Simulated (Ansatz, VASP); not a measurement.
# Two plane-wave programs on SbP

Contents of INCAR:

```
SYSTEM = SbP
PREC     = Accurate       ! precision mode
ENCUT    = 520            ! plane-wave cutoff, eV
EDIFF    = 1E-6           ! SCF threshold, eV
ISMEAR   = -1             ! smearing method
SIGMA    = 0.08           ! smearing width, eV
LREAL    = .False.        ! projectors in reciprocal space
LASPH    = .True.         ! aspherical terms in the spheres
NELM     = 100            ! most SCF steps
ALGO     = Normal         ! electronic algorithm
ISIF     = 2              ! what is computed and relaxed
LWAVE    = .False.        ! write WAVECAR
LCHARG   = .True.         ! write CHGCAR
GGA      = PS             ! functional
LELF     = .True.         ! ELF
LVHAR    = .True.       
NBANDS   = 12             ! bands
```

The input KPOINTS:

```
regular mesh
0
Gamma
  11 11 11
  0 0 0
```

POSCAR

```
SbP
1.0
    0.0000000000      2.9949293232      2.9949293232
    2.9949293232      0.0000000000      2.9949293232
    2.9949293232      2.9949293232      0.0000000000
Sb P
1 1
Direct
    0.0000000000      0.0000000000      0.0000000000
    0.2500000000      0.2500000000      0.2500000000
```

Input for Ansatz:

```yaml
crystal:
  lattice:
    - [0.0, 2.9949293232, 2.9949293232]
    - [2.9949293232, 0.0, 2.9949293232]
    - [2.9949293232, 2.9949293232, 0.0]
  atoms:
    - { symbol: Sb, position: [0.0, 0.0, 0.0] }
    - { symbol: P, position: [0.25, 0.25, 0.25] }
kpoints:
  mp_grid: { grid: [11, 11, 11] }
scf:
  occupations: { method: fermi_dirac, width: 0.08 }
hamiltonian:
  xc: pbesol
  pseudopotentials: { kind: paw }
output:
  forces: true
  stress: true
  eigenvalues: true
  populations: true
```

Change from the starting cell: volume scaled by 0.9, PAW files.

Alike in both runs: task single point; functional PBEsol; k mesh 11 × 11 × 11; occupations fermi-dirac, width 0.08 eV; no spin polarisation.

|  | VASP | Ansatz |
| --- | --- | --- |
| version | VASP 6.6.1 | Ansatz 0.2.0 |
| potentials or method | VASP PAW PBE potentials, release 64 (Sb, P) | PAW with Ansatz's default frozen-core files, scalar-relativistic |
| plane-wave cutoff (eV) | 520 | 420 |
| valence electrons in the cell | 10 | 20 |

|  | VASP | Ansatz | Ansatz less VASP |
| --- | --- | --- | --- |
| pressure (GPa) | 6.2 | 5.9 | -0.26 |

VASP's potentials were made for PBE, not for PBEsol. With one functional, cell and mesh, what is left measures potentials, basis and numerics. VASP's potentials hold 10 valence electrons a cell and Ansatz's 20, so a difference there can come from the potentials and not from the codes.

Spin-orbit coupling is off throughout.
